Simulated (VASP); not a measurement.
Set up this calculation in VASP 6.6.1, as the native input.

```
Task                   : single point
Functional             : PBEsol
Potentials or basis    : VASP PAW PBE potentials, release 64 (Te)
Cutoff                 : 520 eV
k mesh                 : 13 × 13 × 13
Occupations            : fermi-dirac, width 0.1 eV
Spin                   : no spin polarisation
Dipole correction      : no
Further INCAR settings : ALGO = Normal; EDIFF = 1e-06; NBANDS = 9
```

The structure of Te lies in POSCAR:

```
Te
1.0
   -1.9394464722      1.9394464722      1.9394464722
    1.9394464722     -1.9394464722      1.9394464722
    1.9394464722      1.9394464722     -1.9394464722
Te
1
Direct
    0.0000000000      0.0000000000      0.0000000000
```

This isn't the form of Te at room conditions, which is trigonal, of chains.

The input as run:

INCAR

```
  PREC = Accurate
  ENCUT = 520
  EDIFF = 1E-6
  ISMEAR = -1
  SIGMA = 0.1
  LREAL = False
  LASPH = True
  NELM = 80
  ALGO = Normal
  ISIF = 2
  LWAVE = False
  LCHARG = False
  GGA = PS
  NBANDS = 9
```

KPOINTS

```
Automatic mesh
0
Gamma
  13 13 13
```

Potentials or basis: VASP PAW PBE potentials, release 64 (Te).

Run with:

```bash
$ cat potpaw_PBE.64/Te/POTCAR > POTCAR
$ mpirun -np 1 vasp_std > vasp.out
```

Results of the run:

```
Pressure               : -4.2 GPa
Band gap on the k mesh : zero (bands 3 and 4 overlap by 5.73 eV)
```

Caveat: the cell stands under tension; the PAW data sets were made with another functional, which shifts forces and pressure a little; spin-orbit coupling is left out, which moves the levels of the heavy elements.

Run time: 27 s on 1 thread of Intel Xeon 8259CL, with other jobs on the host, peak memory 0.16 GiB.
